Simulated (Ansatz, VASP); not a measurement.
# Si2Mo in VASP and in Ansatz

```
Mo Si
1.0
     4.58547    0.00000    0.00000
    -2.29274    3.97113    0.00000
     0.00000    0.00000    6.57976
Mo Si
3 6
Direct
  0.50000 0.50000 0.83333
  0.00000 0.50000 0.16667
  0.50000 0.00000 0.50000
  0.16387 0.32775 0.50000
  0.67225 0.83613 0.16667
  0.83613 0.16387 0.83333
  0.83613 0.67225 0.50000
  0.32775 0.16387 0.16667
  0.16387 0.83613 0.83333
```

Alike in both runs: task relaxation of cell and atoms; functional revPBE; dispersion D4; k mesh 7 × 7 × 4; occupations fermi-dirac, width 0.05 eV; no spin polarisation.

|  | VASP | Ansatz |
| --- | --- | --- |
| version | VASP 6.6.1 | Ansatz 0.2.0 |
| potentials or method | VASP PAW PBE potentials, release 64 (Mo_sv, Si) | Ansatz PAW |
| plane-wave cutoff (eV) | 600 | 420 |
| valence electrons in the cell | 66 | 66 |

Ansatz gave:

* gap on the k mesh at the Fermi level, each at its own relaxed structure (eV): 0.27
* relaxed volume (Å³/atom): 12.97
* relaxed length of the cell vector where the two differ most in proportion (Å): 4.543

Task: Which values does VASP return?

Result: gap on the k mesh at the Fermi level, each at its own relaxed structure (eV): 0.27; relaxed volume (Å³/atom): 12.95; relaxed length of the cell vector where the two differ most in proportion (Å): 4.541.

VASP's potentials were made for PBE, not for revPBE.

Noted on Ansatz's run: odd divisions of the mesh miss points on the zone boundary, where band edges often lie, so the gap on the mesh can be too wide; the plane-wave basis is chosen anew once the cell has moved, so the energies of steps on either side of that aren't comparable.
